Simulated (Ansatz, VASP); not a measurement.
## Two plane-wave programs on Nb3B5

```
Nb B
1.0
     3.11878    0.00000    0.00000
    -1.55939    2.70094    0.00000
     0.00000    0.00000    9.63175
Nb B
3 5
Cartesian
  0.0000 0.0000 1.5156
  0.0000 0.0000 8.1161
  0.0000 0.0000 4.8159
  0.0000 1.8006 0.0000
  0.0000 1.8006 3.1692
  1.5594 0.9003 3.1233
  0.0000 1.8006 6.4626
  1.5594 0.9003 6.5085
```

Alike in both runs: functional PBE; k mesh 6 × 6 × 2; occupations gaussian, width 0.2 eV; no spin polarisation.

Ansatz relaxed the structure, and its values are those at the end. VASP's run is a single point on that final structure, the one shown.

|  | VASP | Ansatz |
| --- | --- | --- |
| version | VASP 6.6.1 | Ansatz 0.2.0 |
| potentials or method | VASP PAW PBE potentials, release 64 (Nb_sv, B), cutoff 520 eV | scalar-relativistic, plane waves, PAW |
| valence electrons in the cell | 54 | 54 |

Ansatz gave:

- gap on the k mesh at the Fermi level (eV): none
- pressure (GPa): 0.6
- rms of the force components (eV/Å): 0.017

Task: Which values does VASP return?

Result: gap on the k mesh at the Fermi level (eV): none; pressure (GPa): 0.3; rms of the force components (eV/Å): 0.019.

A gap of «none» marks a metal or a gap that the smearing closes.

The k mesh is coarse, so the values compare programs but aren't converged.
